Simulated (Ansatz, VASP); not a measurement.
**ZnS: VASP beside Ansatz**

```
Zn S
1.0
     3.81100    0.00000    0.00000
    -1.90550    3.30042    0.00000
     0.00000    0.00000    6.23400
Zn S
2 2
Direct
  0.25461 0.66667 0.00000
  0.66667 0.33333 0.50000
  0.33333 0.66667 0.38500
  0.66667 0.33333 0.88500
```

Alike in both runs: task single point; functional r2SCAN; k mesh 6 × 6 × 4; occupations gaussian, width 0.05 eV; no spin polarisation.

|  | VASP | Ansatz |
| --- | --- | --- |
| version | VASP 6.6.1 | Ansatz 0.2.0 |
| potentials or method | VASP PAW PBE potentials, release 64 (Zn, S), cutoff 520 eV | scalar-relativistic, plane waves, PAW |
| valence electrons in the cell | 36 | 36 |

|  | VASP | Ansatz | Ansatz less VASP |
| --- | --- | --- | --- |
| gap on the k mesh at the Fermi level (eV) | 2.74 | 2.73 | -0.011 |
| least direct gap on the mesh (eV) | 2.74 | 2.73 | -0.011 |
| pressure (GPa) | 2.1 | 2.0 | -0.12 |
| traceless stress, the component that is largest in VASP (GPa) | 4.11 | 4.06 | -0.052 |
| rms of the force components (eV/Å) | 1.115 | 1.100 | -0.0150 |

VASP's potentials were made for PBE, not for r2SCAN. Atom by atom the forces differ by 0.015 eV/Å (rms over components).
